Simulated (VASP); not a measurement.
Write the native input for VASP 6.6.1 that does the following.

* Task: single point
* Functional: r2SCAN
* Potentials or basis: VASP PAW PBE potentials, release 64 (C)
* Cutoff: 520 eV
* k mesh: 12 × 12 × 10
* Occupations: gaussian, width 0.05 eV
* Spin: no spin polarisation
* Dipole correction: no
* Further INCAR settings: ALGO = Normal; EDIFF = 1e-07; NBANDS = 16

Crystal: C.

```
C
1.0
     0.00000   -1.78012   -1.78012
    -1.78012    0.00000   -1.78012
     1.78012    1.78012   -3.56023
C
4
Direct
  0.72815 0.78559 0.74027
  0.27185 0.21441 0.25973
  0.34667 0.40410 0.88473
  0.90333 0.84590 0.36527
```

This cell differs from its parent crystal: mode 4 frozen in at -0.074 Å and mode 9 at -0.040 Å (largest displacements).

One way to write it, as run:

POSCAR

```
C
1.0
    0.0000000000     -1.7801161419     -1.7801161419
   -1.7801161419      0.0000000000     -1.7801161419
    1.7801161419      1.7801161419     -3.5602322838
C
4
Direct
    0.7281548793      0.7855859521      0.7402700021
    0.2718451207      0.2144140479      0.2597299979
    0.3466679065      0.4040989793      0.8847299774
    0.9033320935      0.8459010207      0.3652700226
```

INCAR.step1

```
SYSTEM = C
  PREC = Accurate
  ENCUT = 520
  ISMEAR = 0
  SIGMA = 0.05
  LREAL = .FALSE.
  LASPH = .TRUE.
  NELM = 100
  NBANDS = 16
  GGA = PE
  ALGO = Normal
  EDIFF = 1E-4
  LWAVE = .TRUE.
  LCHARG = .FALSE.
```

INCAR.step2

```
SYSTEM = C
  PREC = Accurate
  ENCUT = 520
  EDIFF = 1E-7
  ISMEAR = 0
  SIGMA = 0.05
  LREAL = .FALSE.
  LASPH = .TRUE.
  NELM = 100
  ALGO = Normal
  ISIF = 2
  LWAVE = .FALSE.
  LCHARG = .TRUE.
  METAGGA = R2SCAN
  LMIXTAU = .TRUE.
  LELF = .TRUE.
  LVHAR = .TRUE.
  NBANDS = 16
  ISTART = 1
```

KPOINTS

```
Automatic mesh
0
G
  12 12 10
  0 0 0
```

Potentials or basis: VASP PAW PBE potentials, release 64 (C).

Run with:

```console
$ cat potpaw_PBE.64/C/POTCAR > POTCAR
$ cp INCAR.step1 INCAR
$ mpirun -np 1 vasp_std > vasp.out
$ cp INCAR.step2 INCAR
$ mpirun -np 1 vasp_std > vasp.out
```

It gave:

- Pressure: 1.8 GPa
- Largest force: 3.059 eV/Å
- Band gap on the k mesh: 4.09 eV, indirect (least direct gap 5.63 eV)

Caveat: the cell differs from its parent crystal (mode 4 frozen in at -0.074 Å and mode 9 at -0.040 Å (largest displacements)); the PAW data sets were made with another functional, which shifts forces and pressure a little.

Run time: 9.5 min on 1 thread of Intel(R) Xeon(R) Platinum 8488C (Sapphire Rapids) (shared host), peak memory 0.28 GiB.
